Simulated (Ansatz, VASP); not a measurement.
WSe2: VASP beside Ansatz

Contents of INCAR:

```
PREC = Accurate
ENCUT = 520
EDIFF = 1E-7
ISMEAR = 0
SIGMA = 0.05
LREAL = False
LASPH = True
NELM = 60
ALGO = Normal
ISIF = 2
LWAVE = False
LCHARG = False
GGA = PE
NBANDS = 20
```

Contents of KPOINTS:

```
Automatic mesh
0
Gamma
  9 9 2
```

POSCAR

```
WSe2
1.0
    3.3200588118      0.0000000000      0.0000000000
   -1.6600294059      2.8752552731      0.0000000000
    0.0000000000      0.0000000000     16.6541810407
W Se
1 2
Direct
   -0.2237927690      0.0584295946      0.0000000000
    0.3333333333      0.6666666667      0.1007736663
    0.3333333333      0.6666666667      0.8992263337
```

Input for Ansatz:

```yaml
crystal:
  lattice:
    - [3.3200588118, 0.0, 0.0]
    - [-1.6600294059, 2.8752552731, 0.0]
    - [0.0, 0.0, 16.6541810407]
  atoms:
    - { symbol: W, position: [-0.223792769, 0.0584295946, 0.0] }
    - { symbol: Se, position: [0.3333333333, 0.6666666667, 0.1007736663] }
    - { symbol: Se, position: [0.3333333333, 0.6666666667, 0.8992263337] }
basis:
  ecutwfc: 420
kpoints:
  mp_grid: { grid: [9, 9, 2] }
hamiltonian:
  xc: pbe
  pseudopotentials: { kind: paw, azcp: { folder: soft_1 } }
scf:
  occupations: { method: gaussian, width: 0.05 }
output:
  forces: true
  stress: true
  eigenvalues: true
```

Alike in both runs: task single point; functional PBE; k mesh 9 × 9 × 2; occupations gaussian, width 0.05 eV; no spin polarisation.

|  | VASP | Ansatz |
| --- | --- | --- |
| version | VASP 6.6.1 | Ansatz 0.2.0 |
| potentials or method | VASP PAW PBE potentials, release 64 (W_sv, Se), cutoff 520 eV | scalar-relativistic, plane waves, PAW |
| valence electrons in the cell | 26 | 46 |

```tsv
	VASP	Ansatz	Ansatz less VASP
gap on the k mesh at the Fermi level (eV)	none	none	-
rms of the force components (eV/Å)	3.179	3.155	-0.0242
```

Atom by atom the forces differ by 0.027 eV/Å (rms over components). A gap of «none» marks a metal or a gap that the smearing closes. VASP's potentials hold 26 valence electrons a cell and Ansatz's 46, so a difference there can come from the potentials and not from the codes.

Spin-orbit coupling is off throughout.
